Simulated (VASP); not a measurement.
# HfCl7 (Fm-3m) in VASP: notebook

Runs on HfCl7. Level: PBE. Tasks: single point, relaxation of cell and atoms.

All numbers are computed with VASP 6.6.1; they aren't measurements. Logs are shortened: lines on timing, memory, paths and dates and some standing lists are left out, and cuts for length are marked.

### 1 The cell of the first run

It takes space group Fm-3m (No. 225, cubic). Conventional cell: a = 8.575 Å, b = 8.575 Å, c = 8.575 Å, α = 90.00°, β = 90.00°, γ = 90.00°. Hf (site symmetry m-3m) has 12 Cl at 3.03 Å within 4.0 Å. Within 4.0 Å of Cl (site symmetry m-3m) lie 12 Cl at 3.03 Å. Within 4.0 Å of Cl (site symmetry mmm) lie 2 Hf at 3.03 Å and 10 Cl at 3.03 Å.

The cell was generated, and may not be a known phase.

### 2 Single point, PBE

File INCAR:

```
SYSTEM = HfCl7
PREC     = Accurate       ! precision mode
ENCUT    = 520            ! plane-wave cutoff, eV
EDIFF    = 1E-6           ! SCF threshold, eV
ISMEAR   = 0              ! smearing method
SIGMA    = 0.1            ! smearing width, eV
LREAL    = .False.        ! projectors in reciprocal space
LASPH    = .True.         ! aspherical terms in the spheres
NELM     = 100            ! most SCF steps
ALGO     = Normal         ! electronic algorithm
ISIF     = 2              ! what is computed and relaxed
LWAVE    = .False.        ! write WAVECAR
LCHARG   = .True.         ! write CHGCAR
GGA      = PE             ! functional
LELF     = .True.         ! ELF
LVHAR    = .True.       
NBANDS   = 40             ! bands
```

File KPOINTS:

```
regular mesh
0
Gamma
  4 4 4
  0 0 0
```

File POSCAR:

```
HfCl7
1.0
    0.0000000000      4.2875241896      4.2875241896
    4.2875241896      0.0000000000      4.2875241896
    4.2875241896      4.2875241896      0.0000000000
Hf Cl
1 7
Direct
    0.0000000000      0.0000000000      0.0000000000
    0.5000000000      0.5000000000      0.5000000000
    0.0000000000      0.0000000000      0.5000000000
    0.5000000000      0.0000000000      0.5000000000
    0.0000000000      0.5000000000      0.5000000000
    0.5000000000      0.5000000000      0.0000000000
    0.0000000000      0.5000000000      0.0000000000
    0.5000000000      0.0000000000      0.0000000000
```

Potentials or basis: VASP PAW PBE potentials, release 64 (Hf_pv, Cl).

The run is started by

```
$ cat potpaw_PBE.64/Hf_pv/POTCAR potpaw_PBE.64/Cl/POTCAR > POTCAR
$ mpirun -np 1 vasp_std > vasp.out
```

OUTCAR:

```text
SYSTEM = HfCl7
   PREC = Accurate
   ENCUT = 520
   EDIFF = 1E-6
   ISMEAR = 0
   LREAL = .False.
   LASPH = .True.
   NELM = 100
   ISIF = 2
   GGA = PE

 ion  position               nearest neighbor table
   1  0.000  0.000  0.000-   3 3.03   7 3.03   8 3.03   3 3.03   4 3.03   5 3.03   5 3.03   6 3.03
                             7 3.03   4 3.03   6 3.03   8 3.03
   2  0.500  0.500  0.500-
   3  0.000  0.000  0.500-   1 3.03   1 3.03
   4  0.500  0.000  0.500-   1 3.03   1 3.03
   5  0.000  0.500  0.500-   1 3.03   1 3.03
   6  0.500  0.500  0.000-   1 3.03   1 3.03
   7  0.000  0.500  0.000-   1 3.03   1 3.03
   8  0.500  0.000  0.000-   1 3.03   1 3.03

  LATTYP: Found a face centered cubic cell.
 ALAT       =     8.5750483792

  Lattice vectors:

 A1 = (   0.0000000000,   4.2875241896,   4.2875241896)
 A2 = (   4.2875241896,   0.0000000000,   4.2875241896)
 A3 = (   4.2875241896,   4.2875241896,   0.0000000000)

Analysis of symmetry for initial positions (statically):
=====================================================================
 Subroutine PRICEL returns:
 Original cell was already a primitive cell.

 Routine SETGRP: Setting up the symmetry group for a
 face centered cubic supercell.

 Subroutine GETGRP returns: Found 48 space group operations
 (whereof 48 operations were pure point group operations)
 out of a pool of 48 trial point group operations.

The static configuration has the point symmetry O_h .

Analysis of symmetry for dynamics (positions and initial velocities):
=====================================================================
 Subroutine PRICEL returns:
 Original cell was already a primitive cell.

 Routine SETGRP: Setting up the symmetry group for a
 face centered cubic supercell.

 Subroutine GETGRP returns: Found 48 space group operations
 (whereof 48 operations were pure point group operations)
 out of a pool of 48 trial point group operations.

The dynamic configuration has the point symmetry O_h .

 Subroutine INISYM returns: Found 48 space group operations
 (whereof 48 operations are pure point group operations),
 and found     1 'primitive' translations

----------------------------------------------------------------------------------------

                                     Primitive cell

  volume of cell :     157.6339

  direct lattice vectors                    reciprocal lattice vectors
     0.000000000  4.287524190  4.287524190    -0.116617418  0.116617418  0.116617418
     4.287524190  0.000000000  4.287524190     0.116617418 -0.116617418  0.116617418
     4.287524190  4.287524190  0.000000000     0.116617418  0.116617418 -0.116617418

  length of vectors
     6.063474858  6.063474858  6.063474858     0.201987293  0.201987293  0.201987293

  position of ions in fractional coordinates (direct lattice)
     0.000000000  0.000000000  0.000000000
     0.500000000  0.500000000  0.500000000
     0.000000000  0.000000000  0.500000000
     0.500000000  0.000000000  0.500000000
     0.000000000  0.500000000  0.500000000
     0.500000000  0.500000000  0.000000000
     0.000000000  0.500000000  0.000000000
     0.500000000  0.000000000  0.000000000

  ion indices of the primitive-cell ions
   primitive index   ion index
                 1           1
                 2           2
                 3           3
                 4           4
                 5           5
                 6           6
                 7           7
                 8           8

----------------------------------------------------------------------------------------

 KPOINTS: regular mesh

Automatic generation of k-mesh.
 Grid dimensions read from file:
 generate k-points for:    4    4    4

 Generating k-lattice:

  Cartesian coordinates                     Fractional coordinates (reciprocal lattice)
    -0.029154354  0.029154354  0.029154354     0.250000000  0.000000000  0.000000000
     0.029154354 -0.029154354  0.029154354     0.000000000  0.250000000  0.000000000
     0.029154354  0.029154354 -0.029154354     0.000000000  0.000000000  0.250000000

  Length of vectors
     0.050496823  0.050496823  0.050496823

  Shift w.r.t. Gamma in fractional coordinates (k-lattice)
     0.000000000  0.000000000  0.000000000

 Subroutine IBZKPT returns following result:
 ===========================================

 Found      8 irreducible k-points:

 Following reciprocal coordinates:
            Coordinates               Weight
  0.000000  0.000000  0.000000      1.000000
  0.250000  0.000000  0.000000      8.000000
  0.500000  0.000000  0.000000      4.000000
  0.250000  0.250000  0.000000      6.000000
  0.500000  0.250000  0.000000     24.000000
 -0.250000  0.250000  0.000000     12.000000
  0.500000  0.500000  0.000000      3.000000
 -0.250000  0.500000  0.250000      6.000000
   k-points           NKPTS =      8   k-points in BZ     NKDIM =      8   number of bands    NBANDS=     40
   number of dos      NEDOS =    301   number of ions     NIONS =      8
   total plane-waves  NPLWV = 110592
   dimension x,y,z NGX =    48 NGY =   48 NGZ =   48
   dimension x,y,z NGXF=    96 NGYF=   96 NGZF=   96
   ions per type =               1   7
   NGX,Y,Z   is equivalent  to a cutoff of  13.16, 13.16, 13.16 a.u.
   NGXF,Y,Z  is equivalent  to a cutoff of  26.32, 26.32, 26.32 a.u.
 SYSTEM =  HfCl7
   PREC   = accura    normal or accurate (medium, high low for compatibility)
   ISTART =      0    job   : 0-new  1-cont  2-samecut
   ICHARG =      2    charge: 1-file 2-atom 10-const
   ISPIN  =      1    spin polarized calculation?
   LNONCOLLINEAR =      F non collinear calculations
   LSORBIT =      F    spin-orbit coupling
   LASPH  =      T    aspherical Exc in radial PAW
   ENCUT  =  520.0 eV  38.22 Ry    6.18 a.u.  11.27 11.27 11.27*2*pi/ulx,y,z
   NELM   =    100;   NELMIN=  2; NELMDL= -5     # of ELM steps
   EDIFF  = 0.1E-05   stopping-criterion for ELM
   LREAL  =      F    real-space projection
   EDIFFG = 0.1E-04   stopping-criterion for IOM
   NSW    =      0    number of steps for IOM
   IBRION =     -1    ionic relax: 0-MD 1-quasi-New 2-CG
   NFREE  =      0    steps in history (QN), initial steepest desc. (CG)
   ISIF   =      2    stress and relaxation
   ISYM   =      2    0-nonsym 1-usesym 2-fastsym
   POTIM  = 0.5000    time-step for ionic-motion
   TEBEG  =    0.0;   TEEND  =   0.0 temperature during run
   PSTRESS=    0.0 pullay stress
   NELECT =      59.0000    total number of electrons
   NUPDOWN=      -1.0000    fix difference up-down
   EMIN   =  10.00;   EMAX   =-10.00  energy-range for DOS
   EFERMI =   0.00;   METHOD = LEGACY
   ISMEAR =     0;   SIGMA  =   0.10  broadening in eV -4-tet -1-fermi 0-gaus
   EFERMI_NEDOS =   21; number of points for ismear=-14 and -15
   IALGO  =     38    algorithm
   IMIX   =      4    mixing-type and parameters
     AMIX     =   0.40;   BMIX     =  1.00
     AMIX_MAG =   1.60;   BMIX_MAG =  1.00
  volume/ion in A,a.u.               =      19.70       132.97
  Fermi-wavevector in a.u.,A,eV,Ry     =   1.179801  2.229501 18.938377  1.391931
  Thomas-Fermi vector in A             =   2.316106
   LORBIT       =      0    0 simple, 1 ext, 2 COOP (PROOUT), +10 PAW based schemes
   GGA     = PE    functional components
   LHFCALC =     F    Hartree Fock is set to
   AEXX    =    0.0000 exact exchange contribution
   IVDW    =     0    specifies the selected vdW correction
   LEPSILON=     F    determine dielectric tensor
   LRPA    =     F    only Hartree local field effects (RPA)
 non-spin polarized calculation
 Gauss-broadening in eV      SIGMA  =   0.10
  energy-cutoff  :      520.00
  volume of cell :      157.63
 maximum number of plane-waves:      4279
 NGX is ok and might be reduce to    48
   NGX = 23   NGY = 23   NGZ = 23

 number of electron      58.9999989 magnetization

 Free energy of the ion-electron system (eV)
  ---------------------------------------------------
  ext. energy  EPLUGINS =         0.00000000
  ---------------------------------------------------
  free energy    TOTEN  =       -22.04904145 eV

  energy without entropy =      -22.00686700  energy(sigma->0) =      -22.02795423

 E-fermi :   3.7466     XC(G=0): -10.1638

 val. band max:        3.7087888351   @ k =  -0.2500   0.5000   0.2500
 cond. band min:       3.8049566944   @ k =   0.5000   0.5000   0.0000
 fundamental gap:      0.0961678593
 Fermi energy:         3.7466134232

 k-point     1 :       0.0000    0.0000    0.0000
  band No.  band energies     occupation
      1     -30.0459      2.00000
      2     -30.0459      2.00000
      3     -30.0459      2.00000
      4     -12.2235      2.00000
      5     -10.5065      2.00000
      6     -10.5065      2.00000
[... 32 lines left out ...]
     39      12.2664      0.00000
     40      12.2664      0.00000

 k-point     2 :       0.2500    0.0000    0.0000
  band No.  band energies     occupation
      1     -30.0462      2.00000
      2     -30.0460      2.00000
      3     -30.0460      2.00000
      4     -12.0077      2.00000
      5     -10.7826      2.00000
      6     -10.4162      2.00000
[... 32 lines left out ...]
     39      12.2405      0.00000
     40      12.2529      0.00000

 k-point     3 :       0.5000    0.0000    0.0000
  band No.  band energies     occupation
      1     -30.0465      2.00000
      2     -30.0461      2.00000
      3     -30.0461      2.00000
      4     -11.5026      2.00000
      5     -11.3632      2.00000
      6     -10.1993      2.00000
[... 165 lines left out ...]
  band No.  band energies     occupation
      1     -30.0465      2.00000
      2     -30.0462      2.00000
      3     -30.0462      2.00000
      4     -11.3100      2.00000
      5     -10.9904      2.00000
      6     -10.5990      2.00000
[... 32 lines left out ...]
     39      11.8555      0.00000
     40      11.8555      0.00000

 k-point     8 :      -0.2500    0.5000    0.2500
  band No.  band energies     occupation
      1     -30.0464      2.00000
      2     -30.0464      2.00000
      3     -30.0462      2.00000
      4     -11.1059      2.00000
      5     -11.1059      2.00000
      6     -10.9328      2.00000
[... 32 lines left out ...]
     39      10.6342      0.00000
     40      12.0764      0.00000

------------------------ aborting loop because EDIFF is reached ----------------------------------------

  FORCE on cell =-STRESS in cart. coord.  units (eV):
  Direction    XX          YY          ZZ          XY          YZ          ZX
  --------------------------------------------------------------------------------------
  -------------------------------------------------------------------------------------
  Total       -0.2927456     -0.2927456     -0.2927456     -0.0000000      0.0000000      0.0000000
  in kB       -2.9754397     -2.9754397     -2.9754397     -0.0000000      0.0000000      0.0000000
  external PRESSURE =      -2.9754397 kB  Pullay stress =       0.0000000 kB

 VOLUME and BASIS-vectors are now :
 -----------------------------------------------------------------------------
  energy-cutoff  :      520.00
  volume of cell :      157.63
      direct lattice vectors                 reciprocal lattice vectors
     0.000000000  4.287524190  4.287524190    -0.116617418  0.116617418  0.116617418
     4.287524190  0.000000000  4.287524190     0.116617418 -0.116617418  0.116617418
     4.287524190  4.287524190  0.000000000     0.116617418  0.116617418 -0.116617418

 POSITION                                       TOTAL-FORCE (eV/Angst)
 -----------------------------------------------------------------------------------
      0.00000      0.00000      0.00000        -0.000000     -0.000000      0.000000
      4.28752      4.28752      4.28752        -0.000000     -0.000000      0.000000
      2.14376      2.14376      0.00000        -0.000000      0.000000     -0.000000
      2.14376      4.28752      2.14376        -0.000000     -0.000000     -0.000000
      4.28752      2.14376      2.14376         0.000000      0.000000      0.000000
      2.14376      2.14376      4.28752         0.000000     -0.000000      0.000000
      2.14376      0.00000      2.14376        -0.000000     -0.000000      0.000000
      0.00000      2.14376      2.14376        -0.000000     -0.000000      0.000000
 -----------------------------------------------------------------------------------
    total drift:                                0.000000      0.000000      0.000000

  FREE ENERGIE OF THE ION-ELECTRON SYSTEM (eV)
  ---------------------------------------------------
  free  energy   TOTEN  =       -22.0490414547 eV

  energy  without entropy=      -22.0068670033  energy(sigma->0) =      -22.02795423
```

It took 70 s on 1 thread of Intel Xeon Platinum 8259CL at 2.50GHz (Skylake/Cascade Lake), shared host; peak memory 0.32 GiB.

What came out:

```yaml
Free_energy: -22.0490 eV
Pressure: -0.3 GPa
Band_gap_on_the_k_mesh: zero (an odd number of electrons rules out a gap without spin polarisation)
```

Caveat: spin-orbit coupling is left out, which moves the levels of the heavy elements; an odd number of electrons without spin polarisation forces a metal; a magnetic or distorted state may lie lower.

### 3 Single point, PBE

This run uses another cell than the first one, of 28.11 Å³/atom.

INCAR, as its differences from that of step 2:

```diff
@@ -8,3 +8,3 @@
 LASPH    = .True.         ! aspherical terms in the spheres
-NELM     = 100            ! most SCF steps
+NELM     = 60             ! most SCF steps
 ALGO     = Normal         ! electronic algorithm
```

KPOINTS is that of step 2.

POSCAR, as its differences from that of step 2:

```diff
@@ -2,5 +2,5 @@
 1.0
-    0.0000000000      4.2875241896      4.2875241896
-    4.2875241896      0.0000000000      4.2875241896
-    4.2875241896      4.2875241896      0.0000000000
+    0.0000000000      4.8267891200      4.8267891200
+    4.8267891200      0.0000000000      4.8267891200
+    4.8267891200      4.8267891200      0.0000000000
 Hf Cl
```

Potentials or basis: VASP PAW PBE potentials, release 64 (Hf_pv, Cl).

The run is started by

```
$ cat potpaw_PBE.64/Hf_pv/POTCAR potpaw_PBE.64/Cl/POTCAR > POTCAR
$ mpirun -np 1 vasp_std > vasp.out
```

Run time: 3.4 min. Hardware: 1 thread of Intel Xeon Platinum 8259CL at 2.50GHz (Skylake/Cascade Lake), shared host; peak memory 0.41 GiB.

Results (log left out):

```yaml
Free_energy: -19.4205 eV
Pressure: -8.7 GPa
Band_gap_on_the_k_mesh: zero (an odd number of electrons rules out a gap without spin polarisation)
```

Levels at points of the mesh, in eV from the Fermi level:
```tsv
k point	band 26	band 27	band 28	band 29	band 30	band 31	band 32	band 33
(0.00, 0.00, 0.00)	-0.17	-0.17	0.04	0.04	0.23	0.23	0.24	0.24
(0.50, 0.00, 0.00)	-0.44	-0.39	-0.09	-0.09	0.12	0.12	0.26	0.40
(0.50, 0.50, 0.00)	-0.33	-0.33	-0.23	-0.06	-0.06	0.02	0.36	0.46
```

Caveat: the cell stands under tension; spin-orbit coupling is left out, which moves the levels of the heavy elements; an odd number of electrons without spin polarisation forces a metal; a magnetic or distorted state may lie lower.

(Continued in part 2 of 2.)

The gap in the log of VASP goes by the Fermi energy; the results here count the filled bands.